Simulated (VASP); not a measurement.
Input of a VASP 6.6.1 run:

INCAR

```
ALGO = Fast
EDIFF = 1E-8
ENCUT = 520
GGA = PE
ISIF = 2
ISMEAR = 0
LASPH = T
LCHARG = F
LEFG = T
LREAL = F
LWAVE = F
NBANDS = 8
NELM = 60
PREC = Accurate
SIGMA = 0.05
```

KPOINTS

```
k-points
0
Gamma
  18 18 18
```

File POSCAR:

```
Al
1.0
    0.0000000000      2.0210619710      2.0210619710
    2.0210619710      0.0000000000      2.0210619710
    2.0210619710      2.0210619710      0.0000000000
Al
1
Direct
    0.0000000000      0.0000000000      0.0000000000
```

Potentials or basis: VASP PAW PBE potentials, release 64 (Al).

Launch:

```sh
$ cat potpaw_PBE.64/Al/POTCAR > POTCAR
$ mpirun -np 1 vasp_std > vasp.out
```

(1) Predict the pressure.

## Answers

(1) 0.0 GPa.

Caveat: without QUAD_EFG the Cq values of the log hold for a quadrupole moment of 1 mb, not for the nuclei.
